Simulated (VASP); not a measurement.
Write the native input for VASP 6.6.1 that does the following.

```
Task                   : single point
Functional             : PBE
Potentials or basis    : VASP PAW PBE potentials, release 64 (Zn, O)
Cutoff                 : 520 eV
k mesh                 : 14 × 14 × 14
Occupations            : fermi-dirac, width 0.08 eV
Spin                   : no spin polarisation
Dipole correction      : no
Further INCAR settings : ALGO = Normal; EDIFF = 1e-06; NBANDS = 16
```

The structure of ZnO (CsCl type) lies in POSCAR:

```
ZnO
1.0
    2.6224479909      0.0000000000      0.0000000000
    0.0000000000      2.6224479909      0.0000000000
    0.0000000000      0.0000000000      2.6224479909
Zn O
1 1
Direct
    0.0000000000      0.0000000000      0.0000000000
    0.5000000000      0.5000000000      0.5000000000
```

The input as run:

INCAR

```
ALGO = Normal ; EDIFF = 1E-6
ENCUT = 520 ; GGA = PE
ISIF = 2 ; ISMEAR = -1
LASPH = True ; LCHARG = False
LREAL = False ; LWAVE = False
NBANDS = 16 ; NELM = 100
PREC = Accurate ; SIGMA = 0.08
```

KPOINTS

```
k-points
0
Gamma
  14 14 14
```

Potentials or basis: VASP PAW PBE potentials, release 64 (Zn, O).

Run with:

```console
$ cat potpaw_PBE.64/Zn/POTCAR potpaw_PBE.64/O/POTCAR > POTCAR
$ mpirun -np 1 vasp_std > vasp.out
```

It gave:

The pressure is 15.0 GPa and the band gap on the k mesh is zero (bands 9 and 10 overlap by 0.45 eV).

Caveat: the cell stands under pressure; semilocal functionals underestimate gaps, and a narrow one can read as zero.

Run time: 36 s on 1 thread of Intel Xeon 8259CL, on a shared host, peak memory 0.15 GiB.
